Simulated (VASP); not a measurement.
# Ru: single point with PBE

The system is Ru.

```
Ru
1.0
     0.00000    2.72742    2.72742
     2.72742    0.00000    2.72742
     2.72742    2.72742    0.00000
Ru
2
Direct
  0.00000 0.00000 0.00000
  0.25000 0.25000 0.25000
```

This isn't the form of Ru at room conditions, which is hcp.

| Item | Value |
| --- | --- |
| Program | VASP 6.6.1 |
| Task | single point |
| Functional | PBE |
| Potentials or basis | VASP PAW PBE potentials, release 64 (Ru_pv) |
| Cutoff | 520 eV |
| k mesh | 14 × 14 × 14 |
| Occupations | fermi-dirac, width 0.05 eV |
| Spin | no spin polarisation |
| Dipole correction | no |
| Further INCAR settings | ALGO = Normal; EDIFF = 1e-06; NBANDS = 21 |

```json
{
  "Pressure": "0.2 GPa",
  "Band gap on the k mesh": "zero (bands 14 and 15 overlap by 0.92 eV)"
}
```

Levels at points of the mesh, in eV from the Fermi level:
```csv
k point,band 11,band 12,band 13,band 14,band 15,band 16,band 17,band 18
"(0.00, 0.00, 0.00)",-3.17,-3.17,-0.45,-0.45,-0.45,1.85,1.85,10.93
"(0.50, 0.00, 0.00)",-3.42,-3.17,-0.36,0.23,0.23,1.40,1.40,3.06
"(0.50, 0.50, 0.00)",-1.37,-1.37,-1.24,-1.24,1.69,1.69,3.37,3.37
```

Wall time 68 s on 1 thread of Intel(R) Xeon(R) Platinum 8488C (Sapphire Rapids), with other jobs on the host, peak memory 0.21 GiB.
